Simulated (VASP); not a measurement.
# Nb16H (a cell with a defect) in VASP: single point with PBEsol

Aim: the single point of Nb16H (a cell with a defect) with PBEsol.

Everything below comes from runs of VASP 6.6.1. Logs are shortened: lines on timing, memory, paths and dates and some standing lists are left out, and cuts for length are marked.

**1. The cell of the first run**

The cell holds a defect, 17 atoms: a = 6.544 Å, b = 6.544 Å, c = 6.544 Å, α = 90.00°, β = 90.00°, γ = 90.00°.

**2. Single point, PBEsol**

INCAR

```
PREC = Accurate ; ENCUT = 520
EDIFF = 1E-7 ; ISMEAR = 0
SIGMA = 0.1 ; LREAL = Auto
LASPH = True ; NELM = 100
ALGO = Normal ; ISIF = 2
LWAVE = False ; LCHARG = True
GGA = PS ; LELF = True
LVHAR = True ; NBANDS = 118
```

KPOINTS

```
Automatic mesh
0
Gamma
  4 4 4
  0.5 0.5 0.5
```

POSCAR

```
Nb16H
1.0
    6.5442909390      0.0000000000      0.0000000000
    0.0000000000      6.5442909390      0.0000000000
    0.0000000000      0.0000000000      6.5442909390
Nb H
16 1
Direct
   -0.0120399598     -0.0120399598     -0.0000004584
    0.4962117409     -0.0000180310     -0.0000003056
   -0.0000180310      0.4962117409     -0.0000003056
   -0.0002276794     -0.0002276794      0.4999994698
    0.2559646287      0.2559646287      0.2645482935
    0.5011505495      0.5011505495     -0.0000003056
    0.5004739292      0.0030432632      0.4999997755
    0.7513489308      0.2475964188      0.2488639358
    0.0030432632      0.5004739292      0.4999997755
    0.2475964188      0.7513489308      0.2488639358
    0.2559644758      0.2559644758      0.7354506462
    0.5058578585      0.5058578585      0.4999999283
    0.7463324974      0.7463324974      0.2503521031
    0.7513487780      0.2475962660      0.7511354623
    0.2475962660      0.7513487780      0.7511354623
    0.7463323446      0.7463323446      0.7496476006
    0.1905931462      0.1905931462     -0.0000003056
```

Potentials or basis: VASP PAW PBE potentials, release 64 (Nb_sv, H).

Command:

```bash
$ cat potpaw_PBE.64/Nb_sv/POTCAR potpaw_PBE.64/H/POTCAR > POTCAR
$ mpirun -np 1 vasp_std > vasp.out
```

OUTCAR:

```text
PREC = Accurate
   ENCUT = 520
   EDIFF = 1E-7
   ISMEAR = 0
   LREAL = Auto
   LASPH = True
   NELM = 100
   ISIF = 2
   GGA = PS

 ion  position               nearest neighbor table
   1  0.988  0.988  1.000-  17 1.88  16 2.77  13 2.77  14 2.82  15 2.82  10 2.82   8 2.82  11 3.02
                             5 3.02
   2  0.496  1.000  1.000-  10 2.82  15 2.82  14 2.84   8 2.84  16 2.85  13 2.85   5 2.88  11 2.88

   3  1.000  0.496  1.000-   8 2.82  14 2.82  15 2.84  10 2.84  16 2.85  13 2.85   5 2.88  11 2.88

   4  1.000  1.000  0.500-   8 2.82  10 2.82  14 2.82  15 2.82  11 2.83   5 2.83  13 2.86  16 2.86

   5  0.256  0.256  0.265-  17 1.83   9 2.77   7 2.77  12 2.78   4 2.83   6 2.85   2 2.88   3 2.88
                             1 3.02
   6  0.501  0.501  1.000-  16 2.80  13 2.80  15 2.84  14 2.84   8 2.84  10 2.84   5 2.85  11 2.85

   7  0.500  0.003  0.500-  11 2.77   5 2.77  14 2.82   8 2.82  13 2.84  16 2.84  10 2.86  15 2.86

   8  0.751  0.248  0.249-   1 2.82   3 2.82   7 2.82   4 2.82   2 2.84   6 2.84  12 2.85   9 2.86

   9  0.003  0.500  0.500-  11 2.77   5 2.77  15 2.82  10 2.82  13 2.84  16 2.84   8 2.86  14 2.86

  10  0.248  0.751  0.249-   1 2.82   2 2.82   9 2.82   4 2.82   3 2.84   6 2.84  12 2.85   7 2.86

  11  0.256  0.256  0.735-  17 1.83   9 2.77   7 2.77  12 2.78   4 2.83   6 2.85   2 2.88   3 2.88
                             1 3.02
  12  0.506  0.506  0.500-  16 2.76  13 2.76  11 2.78   5 2.78  15 2.85  14 2.85  10 2.85   8 2.85

  13  0.746  0.746  0.250-  12 2.76   1 2.77   6 2.80   9 2.84   7 2.84   2 2.85   3 2.85   4 2.86

  14  0.751  0.248  0.751-   1 2.82   3 2.82   7 2.82   4 2.82   2 2.84   6 2.84  12 2.85   9 2.86

  15  0.248  0.751  0.751-   1 2.82   2 2.82   9 2.82   4 2.82   3 2.84   6 2.84  12 2.85   7 2.86

  16  0.746  0.746  0.750-  12 2.76   1 2.77   6 2.80   9 2.84   7 2.84   2 2.85   3 2.85   4 2.86

  17  0.191  0.191  1.000-   5 1.83  11 1.83   1 1.88

  LATTYP: Found a simple cubic cell.
 ALAT       =     6.5442909390

  Lattice vectors:

 A1 = (   6.5442909390,   0.0000000000,   0.0000000000)
 A2 = (   0.0000000000,   6.5442909390,   0.0000000000)
 A3 = (   0.0000000000,   0.0000000000,   6.5442909390)

Analysis of symmetry for initial positions (statically):
=====================================================================
 Subroutine PRICEL returns:
 Original cell was already a primitive cell.

 Routine SETGRP: Setting up the symmetry group for a
 simple cubic supercell.

 Subroutine GETGRP returns: Found  4 space group operations
 (whereof  4 operations were pure point group operations)
 out of a pool of 48 trial point group operations.

The static configuration has the point symmetry C_2v.

Analysis of symmetry for dynamics (positions and initial velocities):
=====================================================================
 Subroutine PRICEL returns:
 Original cell was already a primitive cell.

 Routine SETGRP: Setting up the symmetry group for a
 simple cubic supercell.

 Subroutine GETGRP returns: Found  4 space group operations
 (whereof  4 operations were pure point group operations)
 out of a pool of 48 trial point group operations.

The dynamic configuration has the point symmetry C_2v.

 Subroutine INISYM returns: Found  4 space group operations
 (whereof  4 operations are pure point group operations),
 and found     1 'primitive' translations

----------------------------------------------------------------------------------------

                                     Primitive cell

  volume of cell :     280.2772

  direct lattice vectors                    reciprocal lattice vectors
     6.544290939  0.000000000  0.000000000     0.152804942  0.000000000  0.000000000
     0.000000000  6.544290939  0.000000000     0.000000000  0.152804942  0.000000000
     0.000000000  0.000000000  6.544290939     0.000000000  0.000000000  0.152804942

  length of vectors
     6.544290939  6.544290939  6.544290939     0.152804942  0.152804942  0.152804942

  position of ions in fractional coordinates (direct lattice)
     0.987960040  0.987960040  0.999999542
     0.496211741  0.999981969  0.999999694
     0.999981969  0.496211741  0.999999694
     0.999772321  0.999772321  0.499999470
     0.255964629  0.255964629  0.264548293
     0.501150549  0.501150549  0.999999694
[... 9 lines left out ...]
     0.746332345  0.746332345  0.749647601
     0.190593146  0.190593146  0.999999694

  ion indices of the primitive-cell ions
   primitive index   ion index
                 1           1
                 2           2
                 3           3
                 4           4
                 5           5
                 6           6
[... 9 lines left out ...]
                16          16
                17          17

----------------------------------------------------------------------------------------

 KPOINTS: Automatic mesh

Automatic generation of k-mesh.
 Grid dimensions read from file:
 generate k-points for:    4    4    4

 Generating k-lattice:

  Cartesian coordinates                     Fractional coordinates (reciprocal lattice)
     0.038201236  0.000000000  0.000000000     0.250000000  0.000000000  0.000000000
     0.000000000  0.038201236  0.000000000     0.000000000  0.250000000  0.000000000
     0.000000000  0.000000000  0.038201236     0.000000000  0.000000000  0.250000000

  Length of vectors
     0.038201236  0.038201236  0.038201236

  Shift w.r.t. Gamma in fractional coordinates (k-lattice)
     0.500000000  0.500000000  0.500000000

 Subroutine IBZKPT returns following result:
 ===========================================

 Found     12 irreducible k-points:

 Following reciprocal coordinates:
            Coordinates               Weight
  0.125000  0.125000  0.125000      4.000000
 -0.125000  0.125000  0.125000      4.000000
  0.375000  0.125000  0.125000      8.000000
  0.125000  0.125000  0.375000      4.000000
 -0.125000  0.375000  0.125000      8.000000
 -0.125000  0.125000  0.375000      4.000000
  0.375000  0.375000  0.125000      4.000000
  0.125000  0.375000  0.375000      8.000000
 -0.375000  0.375000  0.125000      4.000000
 -0.375000  0.125000  0.375000      8.000000
  0.375000  0.375000  0.375000      4.000000
 -0.375000  0.375000  0.375000      4.000000
   k-points           NKPTS =     12   k-points in BZ     NKDIM =     12   number of bands    NBANDS=    118
   number of dos      NEDOS =    301   number of ions     NIONS =     17
   total plane-waves  NPLWV = 125000
   dimension x,y,z NGX =    50 NGY =   50 NGZ =   50
   dimension x,y,z NGXF=   100 NGYF=  100 NGZF=  100
   ions per type =              16   1
   NGX,Y,Z   is equivalent  to a cutoff of  12.70, 12.70, 12.70 a.u.
   NGXF,Y,Z  is equivalent  to a cutoff of  25.40, 25.40, 25.40 a.u.
 SYSTEM =  unknown system
   PREC   = accura    normal or accurate (medium, high low for compatibility)
   ISTART =      0    job   : 0-new  1-cont  2-samecut
   ICHARG =      2    charge: 1-file 2-atom 10-const
   ISPIN  =      1    spin polarized calculation?
   LNONCOLLINEAR =      F non collinear calculations
   LSORBIT =      F    spin-orbit coupling
   LASPH  =      T    aspherical Exc in radial PAW
   ENCUT  =  520.0 eV  38.22 Ry    6.18 a.u.  12.17 12.17 12.17*2*pi/ulx,y,z
   NELM   =    100;   NELMIN=  2; NELMDL= -5     # of ELM steps
   EDIFF  = 0.1E-06   stopping-criterion for ELM
   LREAL  =      T    real-space projection
   EDIFFG = 0.1E-05   stopping-criterion for IOM
   NSW    =      0    number of steps for IOM
   IBRION =     -1    ionic relax: 0-MD 1-quasi-New 2-CG
   NFREE  =      0    steps in history (QN), initial steepest desc. (CG)
   ISIF   =      2    stress and relaxation
   ISYM   =      2    0-nonsym 1-usesym 2-fastsym
   POTIM  = 0.5000    time-step for ionic-motion
   TEBEG  =    0.0;   TEEND  =   0.0 temperature during run
   PSTRESS=    0.0 pullay stress
   NELECT =     209.0000    total number of electrons
   NUPDOWN=      -1.0000    fix difference up-down
   EMIN   =  10.00;   EMAX   =-10.00  energy-range for DOS
   EFERMI =   0.00;   METHOD = LEGACY
   ISMEAR =     0;   SIGMA  =   0.10  broadening in eV -4-tet -1-fermi 0-gaus
   EFERMI_NEDOS =   21; number of points for ismear=-14 and -15
   IALGO  =     38    algorithm
   IMIX   =      4    mixing-type and parameters
     AMIX     =   0.40;   BMIX     =  1.00
     AMIX_MAG =   1.60;   BMIX_MAG =  1.00
  volume/ion in A,a.u.               =      16.49       111.26
  Fermi-wavevector in a.u.,A,eV,Ry     =   1.484548  2.805389 29.985657  2.203884
  Thomas-Fermi vector in A             =   2.598071
   LORBIT       =      0    0 simple, 1 ext, 2 COOP (PROOUT), +10 PAW based schemes
   GGA     = PS    functional components
   LHFCALC =     F    Hartree Fock is set to
   AEXX    =    0.0000 exact exchange contribution
   IVDW    =     0    specifies the selected vdW correction
   LEPSILON=     F    determine dielectric tensor
   LRPA    =     F    only Hartree local field effects (RPA)
 non-spin polarized calculation
 Gauss-broadening in eV      SIGMA  =   0.10
  energy-cutoff  :      520.00
  volume of cell :      280.28
 maximum number of plane-waves:      7562
 NGX is ok and might be reduce to    50
   NGX = 25   NGY = 25   NGZ = 25

 number of electron     209.0000010 magnetization

 Free energy of the ion-electron system (eV)
  ---------------------------------------------------
  ext. energy  EPLUGINS =         0.00000000
  ---------------------------------------------------
  free energy    TOTEN  =      -178.74167051 eV

  energy without entropy =     -178.59743212  energy(sigma->0) =     -178.66955131

 E-fermi :  11.4993     XC(G=0): -12.8081

 val. band max:       11.4884670920   @ k =  -0.3750   0.1250   0.3750
 cond. band min:      11.5081269515   @ k =  -0.1250   0.1250   0.3750
 fundamental gap:      0.0196598595
 Fermi energy:        11.4992544742

 k-point     1 :       0.1250    0.1250    0.1250
  band No.  band energies     occupation
      1     -42.7338      2.00000
      2     -42.5651      2.00000
      3     -42.5530      2.00000
      4     -42.5371      2.00000
      5     -42.5072      2.00000
      6     -42.4871      2.00000
[... 108 lines left out ...]
    115      13.0877      0.00000
    116      13.2016      0.00000

 k-point     2 :      -0.1250    0.1250    0.1250
  band No.  band energies     occupation
      1     -42.7339      2.00000
      2     -42.5644      2.00000
      3     -42.5481      2.00000
      4     -42.5432      2.00000
      5     -42.5098      2.00000
      6     -42.4841      2.00000
[... 1182 lines left out ...]
 k-point    12 :      -0.3750    0.3750    0.3750
  band No.  band energies     occupation
      1     -42.6386      2.00000
      2     -42.5947      2.00000
      3     -42.5851      2.00000
      4     -42.5748      2.00000
      5     -42.5472      2.00000
      6     -42.5340      2.00000
[... 108 lines left out ...]
    115      14.2114      0.00000
    116      14.3249      0.00000
 [bands above 116 left out]

------------------------ aborting loop because EDIFF is reached ----------------------------------------

  FORCE on cell =-STRESS in cart. coord.  units (eV):
  Direction    XX          YY          ZZ          XY          YZ          ZX
  --------------------------------------------------------------------------------------
  -------------------------------------------------------------------------------------
  Total        2.7733162      2.7733162      5.7443305      0.6620277      0.0000000      0.0000000
  in kB       15.8533914     15.8533914     32.8369045      3.7844165      0.0000000      0.0000000
  external PRESSURE =      21.5145625 kB  Pullay stress =       0.0000000 kB

 VOLUME and BASIS-vectors are now :
 -----------------------------------------------------------------------------
  energy-cutoff  :      520.00
  volume of cell :      280.28
      direct lattice vectors                 reciprocal lattice vectors
     6.544290939  0.000000000  0.000000000     0.152804942  0.000000000  0.000000000
     0.000000000  6.544290939  0.000000000     0.000000000  0.152804942  0.000000000
     0.000000000  0.000000000  6.544290939     0.000000000  0.000000000  0.152804942

 POSITION                                       TOTAL-FORCE (eV/Angst)
 -----------------------------------------------------------------------------------
      6.46550      6.46550      6.54429        -0.001107     -0.001107      0.000000
      3.24735      6.54417      6.54429         0.002945     -0.003652      0.000000
      6.54417      3.24735      6.54429        -0.003652      0.002945      0.000000
      6.54280      6.54280      3.27214        -0.007899     -0.007899      0.000000
      1.67511      1.67511      1.73128        -0.004858     -0.004858      0.000021
      3.27968      3.27968      6.54429         0.007055      0.007055      0.000000
[... 9 lines left out ...]
      4.88422      4.88422      4.90591         0.004029      0.004029      0.000283
      1.24730      1.24730      6.54429         0.002112      0.002112      0.000000
 -----------------------------------------------------------------------------------
    total drift:                                0.005369      0.005369      0.059636

  FREE ENERGIE OF THE ION-ELECTRON SYSTEM (eV)
  ---------------------------------------------------
  free  energy   TOTEN  =      -178.7416705087 eV

  energy  without entropy=     -178.5974321207  energy(sigma->0) =     -178.66955131
```

Run time: 40 min. Hardware: 1 thread of Intel Xeon 8259CL, shared host; peak memory 0.49 GiB.

What came out:

| Property | Result |
| --- | --- |
| Free energy | -178.7417 eV |
| Pressure | 2.2 GPa |
| Largest force | 0.011 eV/Å |
| Band gap on the k mesh | zero (an odd number of electrons rules out a gap without spin polarisation) |

Forces in eV/Å, atoms in the order of the input:
```
Nb  -0.001 -0.001  0.000
Nb   0.003 -0.004  0.000
Nb  -0.004  0.003  0.000
Nb  -0.008 -0.008  0.000
Nb  -0.005 -0.005  0.000
Nb   0.007  0.007  0.000
Nb   0.004 -0.006  0.000
Nb  -0.002  0.001  0.001
Nb  -0.006  0.004  0.000
Nb   0.001 -0.002  0.001
Nb  -0.005 -0.005  0.000
Nb   0.006  0.006  0.000
Nb   0.004  0.004  0.000
Nb  -0.002  0.001 -0.001
Nb   0.001 -0.002 -0.001
Nb   0.004  0.004  0.000
H    0.002  0.002  0.000
```

Caveat: the PAW data sets were made with another functional, which shifts forces and pressure a little.
